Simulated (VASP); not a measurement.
Here is a VASP 6.6.1 calculation.

File INCAR:

```
SYSTEM = ZrB2
PREC = Accurate
ENCUT = 520
EDIFF = 1E-6
ISMEAR = 0
SIGMA = 0.1
LREAL = .FALSE.
LASPH = .TRUE.
NELM = 80
ALGO = Normal
ISIF = 2
LWAVE = .FALSE.
LCHARG = .TRUE.
GGA = PE
LELF = .TRUE.
LVHAR = .TRUE.
NBANDS = 16
```

File KPOINTS:

```
regular mesh
0
G
  18 18 12
  0 0 0
```

The input POSCAR:

```
ZrB2
1.0
    3.1411330434      0.0000000000      0.0000000000
   -1.5705665217      2.7203010123      0.0000000000
    0.0000000000      0.0000000000      3.5021008953
Zr B
1 2
Direct
    0.0000000000      0.0000000000      0.0000000000
    0.3333333333      0.6666666667      0.5000000000
    0.6666666667      0.3333333333      0.5000000000
```

Potentials or basis: VASP PAW PBE potentials, release 64 (Zr_sv, B).

Run with:

```console
$ cat potpaw_PBE.64/Zr_sv/POTCAR potpaw_PBE.64/B/POTCAR > POTCAR
$ mpirun -np 1 vasp_std > vasp.out
```

Question: What does it give for the pressure?

Answer: 7.8 GPa.

Question: What does it give for the band gap on the k mesh?

Answer: Zero (band 9 reaches 11.62 eV, above the bottom of band 10 at 10.30 eV).
